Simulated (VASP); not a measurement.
Cr: single point with PBE

Crystal: Cr.

```
Cr
1.0
     0.00000    2.09911    2.09911
     2.09911    0.00000    2.09911
     2.09911    2.09911    0.00000
Cr
2
Cartesian
  -0.5248 -0.5248 -0.5248
  0.5248 0.5248 0.5248
```

- Program: VASP 6.6.1
- Task: single point
- Functional: PBE
- Potentials or basis: VASP PAW PBE potentials, release 64 (Cr_pv)
- Cutoff: 520 eV
- k mesh: 15 × 15 × 15
- Occupations: fermi-dirac, width 0.05 eV
- Spin: collinear spin, ferromagnetic start
- Starting moments: [2.0, 2.0] μB

| Item | Value |
| --- | --- |
| Pressure | 222.0 GPa |
| Band gap on the k mesh | zero (filled and empty bands overlap) |
| Net moment | 0.00 μB per cell |

Levels at points of the mesh, in eV from the Fermi level:
Spin up:
| k point | band 10 | band 11 | band 12 | band 13 | band 14 | band 15 |
| --- | --- | --- | --- | --- | --- | --- |
| (0.00, 0.00, 0.00) | -2.32 | -2.32 | -2.32 | 1.54 | 1.54 | 1.54 |
Spin down:
| k point | band 8 | band 9 | band 10 | band 11 | band 12 | band 13 | band 14 | band 15 | band 16 | band 17 |
| --- | --- | --- | --- | --- | --- | --- | --- | --- | --- | --- |
| (0.00, 0.00, 0.00) | -4.47 | -4.47 | -2.32 | -2.32 | -2.32 | 1.54 | 1.54 | 1.54 | 5.46 | 5.46 |

Wall time 35 s on 1 thread of Intel(R) Xeon(R) 6975P-C (Granite Rapids), on a shared host, peak memory 0.19 GiB.

Caveat: the starting moments collapsed, and a magnetic state may lie lower.
